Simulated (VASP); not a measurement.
Write the native input for VASP 6.6.1 that does the following.

```yaml
Task: electric field gradients
Functional: LDA
Potentials_or_basis: VASP PAW LDA potentials, release 64 (Co, Si)
Cutoff: 520 eV
k_mesh: 14 × 14 × 14
Occupations: gaussian, width 0.05 eV
Spin: no spin polarisation
Dipole_correction: no
Further_INCAR_settings: ALGO = Normal; EDIFF = 1e-08; NBANDS = 16
```

The structure of CoSi2 lies in POSCAR:

```
CoSi2
1.0
    0.0000000000      2.6368085256      2.6368085256
    2.6368085256      0.0000000000      2.6368085256
    2.6368085256      2.6368085256      0.0000000000
Co Si
1 2
Direct
    0.0000000000      0.0000000000      0.0000000000
    0.2500000000      0.2500000000      0.2500000000
    0.7500000000      0.7500000000      0.7500000000
```

One way to write it, as run:

INCAR

```
SYSTEM = CoSi2
  PREC = Accurate
  ENCUT = 520
  EDIFF = 1E-8
  ISMEAR = 0
  SIGMA = 0.05
  LREAL = .False.
  LASPH = .True.
  NELM = 100
  ALGO = Normal
  ISIF = 2
  LWAVE = .False.
  LCHARG = .False.
  GGA = CA
  LEFG = .True.
  NBANDS = 16
```

KPOINTS

```
regular mesh
0
Gamma
  14 14 14
  0 0 0
```

Potentials or basis: VASP PAW LDA potentials, release 64 (Co, Si).

Run with:

```console
$ cat potpaw_LDA.64/Co/POTCAR potpaw_LDA.64/Si/POTCAR > POTCAR
$ mpirun -np 1 vasp_std > vasp.out
```

It gave:

```
Pressure                                : 0.3 GPa
Band gap on the k mesh                  : zero (an odd number of electrons rules out a gap without spin polarisation)
Largest electric field gradient by atom : under 0.05 V/Å² on every atom
```

Caveat: an odd number of electrons without spin polarisation forces a metal; a magnetic or distorted state may lie lower.

Wall time 2.4 min on 1 thread of Intel Xeon 8259CL (shared host), peak memory 0.18 GiB.
